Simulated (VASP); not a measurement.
Set up this calculation in VASP 6.6.1, as the native input.

* Task: single point
* Functional: PBE
* Potentials or basis: VASP PAW PBE potentials, release 64 (Pb_d, Te)
* Cutoff: 520 eV
* k mesh: 11 × 11 × 11
* Occupations: fermi-dirac, width 0.08 eV
* Spin: no spin polarisation
* Dipole correction: no
* Further INCAR settings: ALGO = Normal; EDIFF = 1e-07; NBANDS = 17

The structure of TePb (rocksalt type) lies in POSCAR:

```
TePb
1.0
    0.0000000000      3.2836234366      3.2836234366
    3.2836234366      0.0000000000      3.2836234366
    3.2836234366      3.2836234366      0.0000000000
Pb Te
1 1
Direct
    0.0000000000      0.0000000000      0.0000000000
    0.5000000000      0.5000000000      0.5000000000
```

The input as run:

INCAR

```
SYSTEM = TePb
PREC = Accurate
ENCUT = 520
EDIFF = 1E-7
ISMEAR = -1
SIGMA = 0.08
LREAL = .FALSE.
LASPH = .TRUE.
NELM = 80
ALGO = Normal
ISIF = 2
LWAVE = .FALSE.
LCHARG = .TRUE.
GGA = PE
LELF = .TRUE.
LVHAR = .TRUE.
NBANDS = 17
```

KPOINTS

```
Automatic mesh
0
G
  11 11 11
  0 0 0
```

Potentials or basis: VASP PAW PBE potentials, release 64 (Pb_d, Te).

Launch:

```sh
$ cat potpaw_PBE.64/Pb_d/POTCAR potpaw_PBE.64/Te/POTCAR > POTCAR
$ mpirun -np 1 vasp_std > vasp.out
```

Results of the run:

```json
{"Pressure": "0.0 GPa"}
```

Run time: 54 s on 1 thread of Intel(R) Xeon(R) Platinum 8259CL CPU @ 2.50GHz (Skylake/Cascade Lake), with other jobs on the host, peak memory 0.24 GiB.
